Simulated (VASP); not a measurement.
Write the native input for VASP 6.6.1 that does the following.

```yaml
Task: single point
Functional: PBE
Potentials_or_basis: VASP PAW PBE potentials, release 64 (Si, P, I)
Cutoff: 520 eV
k_mesh: 12 × 12 × 4
Occupations: gaussian, width 0.1 eV
Spin: no spin polarisation
Dipole_correction: no
Further_INCAR_settings: ALGO = Normal; EDIFF = 1e-07; NBANDS = 23
```

The structure of Si4PI lies in POSCAR:

```
Si4PI
1.0
    4.9962871419      0.0000000000      0.0000000000
   -2.4981435709      4.3269115895      0.0000000000
    0.0000000000      0.0000000000     11.2851782868
Si P I
4 1 1
Direct
    0.0000000000      0.0000000000      0.3123149572
    0.0000000000      0.0000000000      0.6876850428
    0.3333333333      0.6666666667      0.0000000000
    0.6666666667      0.3333333333      0.0000000000
    0.0000000000      0.0000000000      0.5000000000
    0.0000000000      0.0000000000      0.0000000000
```

The cell was built from a structure type or drawn by symmetry, and may not be a known phase.

The input as run:

INCAR

```
SYSTEM = Si4PI
ALGO     = Normal         ! electronic algorithm
EDIFF    = 1E-7           ! SCF threshold, eV
ENCUT    = 520            ! plane-wave cutoff, eV
GGA      = PE             ! functional
ISIF     = 2              ! what is computed and relaxed
ISMEAR   = 0              ! smearing method
LASPH    = .TRUE.         ! aspherical terms in the spheres
LCHARG   = .FALSE.        ! write CHGCAR
LREAL    = .FALSE.        ! projectors in reciprocal space
LWAVE    = .FALSE.        ! write WAVECAR
NBANDS   = 23             ! bands
NELM     = 80             ! most SCF steps
PREC     = Accurate       ! precision mode
SIGMA    = 0.1            ! smearing width, eV
```

KPOINTS

```
k-points
0
G
  12 12 4
  0 0 0
```

Potentials or basis: VASP PAW PBE potentials, release 64 (Si, P, I).

Command:

```bash
$ cat potpaw_PBE.64/Si/POTCAR potpaw_PBE.64/P/POTCAR potpaw_PBE.64/I/POTCAR > POTCAR
$ mpirun -np 1 vasp_std > vasp.out
```

It gave:

| Property | Result |
| --- | --- |
| Pressure | 0.0 GPa |
| Largest force | 0.031 eV/Å |
| Band gap on the k mesh | zero (bands 14 and 15 overlap by 1.11 eV) |

Caveat: spin-orbit coupling is left out, which moves the levels of the heavy elements.

Run time: 7.5 min on 1 thread of Oxide Virtual Turin-like Processor, on a shared host, peak memory 0.52 GiB.
